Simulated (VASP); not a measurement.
RbBr:

```xyz
2
Lattice="0.0000 3.3743 3.3743 3.3743 0.0000 3.3743 3.3743 3.3743 0.0000" Properties=species:S:1:pos:R:3 pbc="T T T"
Rb    0.0000    0.0000    0.0000
Br    3.3743    3.3743    3.3743
```

This cell differs from its parent crystal: strain -2.5%.

Base run:

- Program: VASP 6.6.1
- Functional: PBE
- Potentials or basis: VASP PAW PBE potentials, release 64 (Rb_sv, Br)
- Cutoff: 520 eV
- k mesh: 6 × 6 × 6
- Occupations: fermi-dirac, width 0.02 eV
- Spin: no spin polarisation

Its results: band gap on the k mesh 4.48 eV; pressure 1.9 GPa.

Question: The run is repeated on the same cell with these changes: functional from PBE to r2SCAN; occupations from fermi-dirac, width 0.02 eV to gaussian, width 0.01 eV. What comes out?

Answer: Band gap on the k mesh 5.10 eV; pressure 1.4 GPa.

Caveats: the PAW data sets were made with another functional, which shifts forces and pressure a little (at least some runs).

